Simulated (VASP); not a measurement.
# Sn in VASP: settings compared

Aim: see how the results for Sn move with the level of theory and the settings. Levels: BLYP+D3(BJ), RPBE, PBEsol+D3(BJ), PBEsol+D4. Tasks: relaxation of cell and atoms, single point.

Everything below comes from runs of VASP 6.6.1. Logs are shortened: lines on timing, memory, paths and dates and some standing lists are left out, and cuts for length are marked.

### 1 The cell of the first run

Symmetry: Immm, No. 71, orthorhombic system. The conventional cell has a = 3.453 Å, b = 3.551 Å, c = 4.677 Å, α = 90.00°, β = 90.00°, γ = 90.00°. Within 4.5 Å of Sn (site symmetry mmm) lie 12 Sn at 3.41 to 3.55 Å.

### 2 Relaxation of cell and atoms, BLYP+D3(BJ)

Input file INCAR:

```
SYSTEM = Sn
  PREC = Accurate
  ENCUT = 600
  EDIFF = 1E-6
  ISMEAR = -1
  SIGMA = 0.05
  LREAL = .FALSE.
  LASPH = .TRUE.
  NELM = 80
  ALGO = Normal
  ISIF = 3
  LWAVE = .FALSE.
  LCHARG = .FALSE.
  GGA = B5
  ALDAX = 1.0
  AGGAX = 1.0
  AGGAC = 1.0
  ALDAC = 0.0
  IVDW = 12
  VDW_S6 = 1.0
  VDW_S8 = 2.6996
  VDW_A1 = 0.4298
  VDW_A2 = 4.2359
  IBRION = 2
  NSW = 80
  EDIFFG = -0.005
```

Input file KPOINTS:

```
Automatic mesh
0
G
  11 11 11
  0 0 0
```

Input file POSCAR:

```
Sn
1.0
   -1.7265390000      1.7755470000      2.3383420000
    1.7265390000     -1.7755470000      2.3383420000
    1.7265390000      1.7755470000     -2.3383420000
Sn
1
Direct
    0.0000000000      0.0000000000      0.0000000000
```

Potentials or basis: VASP PAW PBE potentials, release 64 (Sn_d).

Started as:

```sh
cat potpaw_PBE.64/Sn_d/POTCAR > POTCAR
mpirun -np 1 vasp_std > vasp.out
```

OUTCAR:

```text
SYSTEM = Sn
   PREC = Accurate
   ENCUT = 600
   EDIFF = 1E-6
   ISMEAR = -1
   LREAL = .FALSE.
   LASPH = .TRUE.
   NELM = 80
   ISIF = 3
   GGA = B5
   IVDW = 12
   IBRION = 2
   NSW = 80
   EDIFFG = -0.005
 IVDW          = 12

 ion  position               nearest neighbor table
   1  0.000  0.000  0.000-

  LATTYP: Found a body centered orthorhombic cell.
 ALAT       =     3.4530780000
 B/A-ratio  =     1.0283851103
 C/A-ratio  =     1.3543522620

  Lattice vectors:

 A1 = (  -1.7265390000,   1.7755470000,   2.3383420000)
 A2 = (   1.7265390000,  -1.7755470000,   2.3383420000)
 A3 = (   1.7265390000,   1.7755470000,  -2.3383420000)

Analysis of symmetry for initial positions (statically):
=====================================================================
 Subroutine PRICEL returns:
 Original cell was already a primitive cell.

 Routine SETGRP: Setting up the symmetry group for a
 body centered orthorhombic supercell.

 Subroutine GETGRP returns: Found  8 space group operations
 (whereof  8 operations were pure point group operations)
 out of a pool of  8 trial point group operations.

The static configuration has the point symmetry D_2h.

Analysis of symmetry for dynamics (positions and initial velocities):
=====================================================================
 Subroutine PRICEL returns:
 Original cell was already a primitive cell.

 Routine SETGRP: Setting up the symmetry group for a
 body centered orthorhombic supercell.

 Subroutine GETGRP returns: Found  8 space group operations
 (whereof  8 operations were pure point group operations)
 out of a pool of  8 trial point group operations.

The dynamic configuration has the point symmetry D_2h.

 Subroutine INISYM returns: Found  8 space group operations
 (whereof  8 operations are pure point group operations),
 and found     1 'primitive' translations

----------------------------------------------------------------------------------------

                                     Primitive cell

  volume of cell :      28.6732

  direct lattice vectors                    reciprocal lattice vectors
    -1.726539000  1.775547000  2.338342000     0.000000000  0.281603359  0.213826720
     1.726539000 -1.775547000  2.338342000     0.289596702  0.000000000  0.213826720
     1.726539000  1.775547000 -2.338342000     0.289596702  0.281603359  0.000000000

  length of vectors
     3.406075069  3.406075069  3.406075069     0.353584952  0.359983494  0.403938983

  position of ions in fractional coordinates (direct lattice)
     0.000000000  0.000000000  0.000000000

  ion indices of the primitive-cell ions
   primitive index   ion index
                 1           1

----------------------------------------------------------------------------------------

 KPOINTS: Automatic mesh

Automatic generation of k-mesh.
 Grid dimensions read from file:
 generate k-points for:   11   11   11

 Generating k-lattice:

  Cartesian coordinates                     Fractional coordinates (reciprocal lattice)
     0.000000000  0.025600305  0.019438793     0.090909091  0.000000000 -0.000000000
     0.026326973  0.000000000  0.019438793     0.000000000  0.090909091  0.000000000
     0.026326973  0.025600305  0.000000000    -0.000000000  0.000000000  0.090909091

  Length of vectors
     0.032144087  0.032725772  0.036721726

  Shift w.r.t. Gamma in fractional coordinates (k-lattice)
     0.000000000  0.000000000  0.000000000

 Subroutine IBZKPT returns following result:
 ===========================================

 Found    216 irreducible k-points:

 Following reciprocal coordinates:
            Coordinates               Weight
  0.000000  0.000000  0.000000      1.000000
  0.090909  0.000000  0.000000      4.000000
  0.181818 -0.000000  0.000000      4.000000
  0.272727  0.000000  0.000000      4.000000
  0.363636 -0.000000  0.000000      4.000000
  0.454545  0.000000  0.000000      4.000000
[... 16 lines left out ...]
  0.454545  0.181818  0.000000      8.000000
 -0.454545  0.181818  0.000000      8.000000
 [... further k-points ...]
   k-points           NKPTS =    216   k-points in BZ     NKDIM =    216   number of bands    NBANDS=     11
   number of dos      NEDOS =    301   number of ions     NIONS =      1
   total plane-waves  NPLWV =  21952
   dimension x,y,z NGX =    28 NGY =   28 NGZ =   28
   dimension x,y,z NGXF=    56 NGYF=   56 NGZF=   56
   ions per type =               1
   NGX,Y,Z   is equivalent  to a cutoff of  13.67, 13.67, 13.67 a.u.
   NGXF,Y,Z  is equivalent  to a cutoff of  27.33, 27.33, 27.33 a.u.
 SYSTEM =  Sn
   PREC   = accura    normal or accurate (medium, high low for compatibility)
   ISTART =      0    job   : 0-new  1-cont  2-samecut
   ICHARG =      2    charge: 1-file 2-atom 10-const
   ISPIN  =      1    spin polarized calculation?
   LNONCOLLINEAR =      F non collinear calculations
   LSORBIT =      F    spin-orbit coupling
   LASPH  =      T    aspherical Exc in radial PAW
   ENCUT  =  600.0 eV  44.10 Ry    6.64 a.u.   6.80  6.80  6.80*2*pi/ulx,y,z
   NELM   =     80;   NELMIN=  2; NELMDL= -5     # of ELM steps
   EDIFF  = 0.1E-05   stopping-criterion for ELM
   LREAL  =      F    real-space projection
   EDIFFG = -.5E-02   stopping-criterion for IOM
   NSW    =     80    number of steps for IOM
   IBRION =      2    ionic relax: 0-MD 1-quasi-New 2-CG
   NFREE  =      1    steps in history (QN), initial steepest desc. (CG)
   ISIF   =      3    stress and relaxation
   ISYM   =      2    0-nonsym 1-usesym 2-fastsym
   POTIM  = 0.5000    time-step for ionic-motion
   TEBEG  =    0.0;   TEEND  =   0.0 temperature during run
   PSTRESS=    0.0 pullay stress
   NELECT =      14.0000    total number of electrons
   NUPDOWN=      -1.0000    fix difference up-down
   EMIN   =  10.00;   EMAX   =-10.00  energy-range for DOS
   EFERMI =   0.00;   METHOD = LEGACY
   ISMEAR =    -1;   SIGMA  =   0.05  broadening in eV -4-tet -1-fermi 0-gaus
   EFERMI_NEDOS =   21; number of points for ismear=-14 and -15
   IALGO  =     38    algorithm
   IMIX   =      4    mixing-type and parameters
     AMIX     =   0.40;   BMIX     =  1.00
     AMIX_MAG =   1.60;   BMIX_MAG =  1.00
  volume/ion in A,a.u.               =      28.67       193.50
  Fermi-wavevector in a.u.,A,eV,Ry     =   1.289116  2.436076 22.610433  1.661820
  Thomas-Fermi vector in A             =   2.421028
   LORBIT       =      0    0 simple, 1 ext, 2 COOP (PROOUT), +10 PAW based schemes
   GGA     = B5    functional components
   LHFCALC =     F    Hartree Fock is set to
   AEXX    =    0.0000 exact exchange contribution
   IVDW    =    12    specifies the selected vdW correction
   LEPSILON=     F    determine dielectric tensor
   LRPA    =     F    only Hartree local field effects (RPA)
 conjugate gradient relaxation of ions
 non-spin polarized calculation
  energy-cutoff  :      600.00
  volume of cell :       28.67
 maximum number of plane-waves:       971
   NGX = 13   NGY = 13   NGZ = 13

--------------------------------------- Ionic step        1  -------------------------------------------

 number of electron      13.9999998 magnetization

 Free energy of the ion-electron system (eV)
  ---------------------------------------------------
  ext. energy  EPLUGINS =         0.00000000
  ---------------------------------------------------
  free energy    TOTEN  =        -2.94535325 eV

  energy without entropy =       -2.94207551  energy(sigma->0) =       -2.94371438

------------------------ aborting loop because EDIFF is reached ----------------------------------------

 Edisp (eV)   -0.87126

 E8    (eV) :    -0.6693

  FORCE on cell =-STRESS in cart. coord.  units (eV):
  Direction    XX          YY          ZZ          XY          YZ          ZX
  --------------------------------------------------------------------------------------
  -------------------------------------------------------------------------------------
  Total      -0.17278    -0.47135    -0.21989    -0.00000     0.00000     0.00000
  in kB      -9.65471   -26.33766   -12.28686    -0.00000     0.00000     0.00000
  external pressure =      -16.09 kB  Pullay stress =        0.00 kB
[... 94 lines left out ...]
  FREE ENERGIE OF THE ION-ELECTRON SYSTEM (eV)
  ---------------------------------------------------
  free  energy   TOTEN  =        -3.8236886463 eV

  energy  without entropy=       -3.8206486977  energy(sigma->0) =       -3.82216867

[... ionic steps 4 to 18 ...]

--------------------------------------- Ionic step       19  -------------------------------------------

 number of electron      14.0000001 magnetization

------------------------ aborting loop because EDIFF is reached ----------------------------------------

 Edisp (eV)   -0.90222

 E8    (eV) :    -0.6929
[... 67 lines left out ...]
  energy  without entropy=       -3.8215729488  energy(sigma->0) =       -3.82322935

--------------------------------------- Ionic step       21  -------------------------------------------

 number of electron      14.0000001 magnetization

 Free energy of the ion-electron system (eV)
  ---------------------------------------------------
  ext. energy  EPLUGINS =         0.00000000
  ---------------------------------------------------
  free energy    TOTEN  =        -2.92323370 eV

  energy without entropy =       -2.91992179  energy(sigma->0) =       -2.92157775

 E-fermi :   8.4040     XC(G=0):  -9.6634

 val. band max:        8.3716939405   @ k =   0.2727   0.4545   0.0000
 cond. band min:       8.4400706300   @ k =   0.3636  -0.3636   0.1818
 fundamental gap:      0.0683766895
 Fermi energy:         8.4039801120

 k-point     1 :       0.0000    0.0000    0.0000
  band No.  band energies     occupation
      1     -13.1530      2.00000
      2     -13.1530      2.00000
      3     -13.1353      2.00000
      4     -13.0857      2.00000
      5     -13.0606      2.00000
      6      -2.6184      2.00000
      7      15.6951      0.00000
      8      15.7437      0.00000
      9      15.7438      0.00000
     10      19.3215      0.00000
     11      20.1987      0.00000
[... 309 lines left out ...]
 k-point    24 :      -0.4545    0.1818    0.0000
  band No.  band energies     occupation
      1     -13.1661      2.00000
      2     -13.1204      2.00000
      3     -13.0910      2.00000
      4     -13.0430      2.00000
      5     -12.9984      2.00000
      6       0.9478      2.00000
      7       6.0983      2.00000
      8      10.9582      0.00000
      9      12.4053      0.00000
     10      16.0447      0.00000
     11      20.9699      0.00000

 [... further k-points ...]

------------------------ aborting loop because EDIFF is reached ----------------------------------------

 Edisp (eV)   -0.90165

 E8    (eV) :    -0.6924

  FORCE on cell =-STRESS in cart. coord.  units (eV):
  Direction    XX          YY          ZZ          XY          YZ          ZX
  --------------------------------------------------------------------------------------
  -------------------------------------------------------------------------------------
  Total      -0.00215    -0.00207     0.00126     0.00000     0.00000     0.00000
  in kB      -0.12456    -0.11997     0.07267     0.00000     0.00000     0.00000
  external pressure =       -0.06 kB  Pullay stress =        0.00 kB
[... 16 lines left out ...]
  FREE ENERGIE OF THE ION-ELECTRON SYSTEM (eV)
  ---------------------------------------------------
  free  energy   TOTEN  =        -3.8248880858 eV

  energy  without entropy=       -3.8215761728  energy(sigma->0) =       -3.82323213

 reached required accuracy - stopping structural energy minimisation
```

Run time: 10 min. Hardware: 1 thread of Intel Xeon Platinum 8375C at 2.90GHz (Ice Lake), shared host; peak memory 0.24 GiB.

What came out:

- Free energy: -3.8249 eV
- Relaxed volume: 27.68 Å³/atom
- Relaxed cell: a = 3.378 Å, b = 3.378 Å, c = 3.378 Å, α = 118.93°, β = 118.93°, γ = 91.87°
- Space group after relaxing (to 0.05 Å): I4/mmm (No. 139)
- Energy gained by relaxing: 8.3 meV/atom
- Ionic steps: 21
- Pressure after relaxing: 0.0 GPa
- Band gap on the k mesh: zero (band 7 reaches 15.70 eV, above the bottom of band 8 at 6.66 eV)
- Dispersion energy per atom: -0.902 eV

The path:
| step | energy change (eV) | largest force (eV/Å) | pressure (GPa) | volume (Å³) |
| --- | --- | --- | --- | --- |
| 1 | 0.0000 | 0.0000 | -1.61 | 28.67 |
| 2 | -0.0071 | 0.0000 | 0.25 | 27.49 |
| 3 | -0.0071 | 0.0000 | 0.24 | 27.52 |
| 4 | -0.0079 | 0.0000 | 0.15 | 27.57 |
| 5 | -0.0080 | 0.0000 | 0.14 | 27.60 |
| 6 | -0.0081 | 0.0000 | 0.09 | 27.61 |
| 7 | -0.0080 | 0.0000 | 0.09 | 27.62 |
| 8 | -0.0081 | 0.0000 | 0.08 | 27.61 |
| 9 | -0.0082 | 0.0000 | 0.01 | 27.68 |
| 10 | -0.0082 | 0.0000 | -0.13 | 27.77 |
| 11 | -0.0083 | 0.0000 | -0.11 | 27.72 |
| 12 | -0.0083 | 0.0000 | 0.10 | 27.65 |
| 13 | -0.0083 | 0.0000 | 0.01 | 27.69 |
| 14 | -0.0083 | 0.0000 | 0.01 | 27.69 |
| 15 | -0.0083 | 0.0000 | -0.04 | 27.70 |
| 16 | -0.0083 | 0.0000 | -0.07 | 27.70 |
| 17 | -0.0083 | 0.0000 | -0.05 | 27.69 |
| 18 | -0.0083 | 0.0000 | 0.03 | 27.66 |
| 19 | -0.0083 | 0.0000 | 0.03 | 27.67 |
| 20 | -0.0083 | 0.0000 | 0.02 | 27.67 |
| 21 | -0.0083 | 0.0000 | -0.01 | 27.68 |

Final structure:
```
Sn
1.0
    -1.71634    1.71635    2.34937
     1.71634   -1.71635    2.34937
     1.71634    1.71635   -2.34937
Sn
1
Direct
  0.00000 0.00000 0.00000
```

Caveat: the PAW data sets were made with another functional, which shifts forces and pressure a little; spin-orbit coupling is left out, which moves the levels of the heavy elements; pairwise dispersion overbinds metals, which lowers pressure and volume.

### 3 Single point, RPBE, non-collinear spin, zero start, spin-orbit coupling

Input file INCAR:

```
SYSTEM = Sn
  PREC = Accurate
  ENCUT = 520
  EDIFF = 1E-6
  ISMEAR = 1
  SIGMA = 0.05
  LREAL = .False.
  LASPH = .True.
  NELM = 150
  ALGO = Normal
  ISIF = 2
  LWAVE = .False.
  LCHARG = .False.
  LNONCOLLINEAR = .True.
  MAGMOM = 0 0 0
  LORBIT = 11
  LSORBIT = .True.
  GGA_COMPAT = .False.
  LORBMOM = .True.
  GGA = RP
  NBANDS = 25
```

Input file KPOINTS:

```
Automatic mesh
0
Gamma
  11 11 11
  0 0 0
```

POSCAR is that of step 2.

Potentials or basis: VASP PAW PBE potentials, release 64 (Sn_d).

Started as:

```sh
cat potpaw_PBE.64/Sn_d/POTCAR > POTCAR
mpirun -np 1 vasp_ncl > vasp.out
```

OUTCAR:

```text
SYSTEM = Sn
   PREC = Accurate
   ENCUT = 520
   EDIFF = 1E-6
   ISMEAR = 1
   LREAL = .False.
   LASPH = .True.
   NELM = 150
   ISIF = 2
   LNONCOLLINEAR = .True.
   LORBIT = 11
   LSORBIT = .True.
   GGA = RP

 ion  position               nearest neighbor table
   1  0.000  0.000  0.000-

  LATTYP: Found a body centered orthorhombic cell.
 ALAT       =     3.4530780000
 B/A-ratio  =     1.0283851103
 C/A-ratio  =     1.3543522620

  Lattice vectors:

 A1 = (  -1.7265390000,   1.7755470000,   2.3383420000)
 A2 = (   1.7265390000,  -1.7755470000,   2.3383420000)
 A3 = (   1.7265390000,   1.7755470000,  -2.3383420000)

Analysis of symmetry for initial positions (statically):
=====================================================================
 Subroutine PRICEL returns:
 Original cell was already a primitive cell.

 Routine SETGRP: Setting up the symmetry group for a
 body centered orthorhombic supercell.

 Subroutine GETGRP returns: Found  8 space group operations
 (whereof  8 operations were pure point group operations)
 out of a pool of  8 trial point group operations.

The static configuration has the point symmetry D_2h.

Analysis of symmetry for dynamics (positions and initial velocities):
=====================================================================
 Subroutine PRICEL returns:
 Original cell was already a primitive cell.
[... 881 lines left out ...]

  energy  without entropy=       -3.4783988751  energy(sigma->0) =       -3.47846509

 orbital moment (x)

 # of ion     p       d       tot
 ----------------------------------------
  1         0.000  -0.000  -0.000
 ----------------------------------------
            0.000  -0.000  -0.000

 orbital moment (y)

 # of ion     p       d       tot
 ----------------------------------------
  1         0.000  -0.000  -0.000
 ----------------------------------------
            0.000  -0.000  -0.000

 orbital moment (z)

 # of ion     p       d       tot
 ----------------------------------------
  1         0.000   0.000   0.000
 ----------------------------------------
            0.000   0.000   0.000

 Spin-Orbit-Coupling matrix elements

 Ion:    1  E_soc:     -0.1075519
 l=   1
     0.0000000    -0.0118882    -0.0116793
    -0.0118882     0.0000000    -0.0119300
    -0.0116793    -0.0119300     0.0000000
 l=   2
     0.0000000    -0.0012119     0.0000000    -0.0012100    -0.0048733
    -0.0012119     0.0000000    -0.0036506    -0.0012258    -0.0012276
     0.0000000    -0.0036506     0.0000000    -0.0036525     0.0000000
    -0.0012100    -0.0012258    -0.0036525     0.0000000    -0.0012267
    -0.0048733    -0.0012276     0.0000000    -0.0012267     0.0000000
 l=   3
     0.0000000     0.0000000     0.0000000     0.0000000     0.0000000     0.0000000     0.0000000
     0.0000000     0.0000000     0.0000000     0.0000000     0.0000000     0.0000000     0.0000000
     0.0000000     0.0000000     0.0000000     0.0000000     0.0000000     0.0000000     0.0000000
     0.0000000     0.0000000     0.0000000     0.0000000     0.0000000     0.0000000     0.0000000
     0.0000000     0.0000000     0.0000000     0.0000000     0.0000000     0.0000000     0.0000000
     0.0000000     0.0000000     0.0000000     0.0000000     0.0000000     0.0000000     0.0000000
     0.0000000     0.0000000     0.0000000     0.0000000     0.0000000     0.0000000     0.0000000

 total charge

# of ion       s       p       d       tot
------------------------------------------
    1        1.308   0.844   9.965  12.117

 magnetization (x)

# of ion       s       p       d       tot
------------------------------------------
    1        0.000   0.000  -0.000   0.000

 magnetization (y)

# of ion       s       p       d       tot
------------------------------------------
    1        0.000   0.000   0.000   0.000

 magnetization (z)

# of ion       s       p       d       tot
------------------------------------------
    1        0.000  -0.000   0.000  -0.000
```

It took 6.7 min on 1 thread of Intel Xeon 6975P-C, shared host; peak memory 0.39 GiB.

Results:

```yaml
Free_energy: -3.4785 eV
Pressure: 0.2 GPa
Net_moment: 0.00 μB per cell
Valence_electrons_inside_the_program's_atomic_spheres: Sn 12.12
```

Moments on the atoms (μB; x, y, z):
```
Sn  0.00 0.00 0.00
```

Caveat: the PAW data sets were made with another functional, which shifts forces and pressure a little.

### 4 Single point, PBEsol+D3(BJ)

This run uses another cell than the first one, of 25.39 Å³/atom, 0.886 times its volume.

Input file INCAR:

```
SYSTEM = Sn
PREC = Accurate
ENCUT = 520
EDIFF = 1E-6
ISMEAR = -1
SIGMA = 0.05
LREAL = .False.
LASPH = .True.
NELM = 80
ALGO = Normal
ISIF = 2
LWAVE = .False.
LCHARG = .False.
GGA = PS
IVDW = 12
NBANDS = 13
```

KPOINTS is that of step 3.

Input file POSCAR:

```
Sn
1.0
   -1.6725315897      1.6725101811      2.2691445679
    1.6725315897     -1.6725101811      2.2691445679
    1.6725315897      1.6725101811     -2.2691445679
Sn
1
Direct
    0.0000000000      0.0000000000      0.0000000000
```

Started as:

```sh
cat potpaw_PBE.64/Sn_d/POTCAR > POTCAR
mpirun -np 1 vasp_std > vasp.out
```

Run time: 59 s. Hardware: 1 thread of Intel Xeon 8259CL, shared host; peak memory 0.2 GiB.

Results (log left out):

| Property | Result |
| --- | --- |
| Free energy | -4.6495 eV |
| Pressure | -0.1 GPa |
| Band gap on the k mesh | zero (band 7 reaches 17.04 eV, above the bottom of band 8 at 6.75 eV) |
| Dispersion energy per atom | -0.418 eV |

Levels at points of the mesh, in eV from the Fermi level:
| k point | band 3 | band 4 | band 5 | band 6 | band 7 | band 8 | band 9 | band 10 | band 11 | band 12 |
| --- | --- | --- | --- | --- | --- | --- | --- | --- | --- | --- |
| (0.00, 0.00, 0.00) | -21.43 | -21.37 | -21.34 | -11.64 | 8.23 | 8.33 | 8.33 | 10.74 | 12.28 | 12.28 |

Caveat: the PAW data sets were made with another functional, which shifts forces and pressure a little; spin-orbit coupling is left out, which moves the levels of the heavy elements; pairwise dispersion overbinds metals, which lowers pressure and volume.

(Continued in part 2 of 2.)
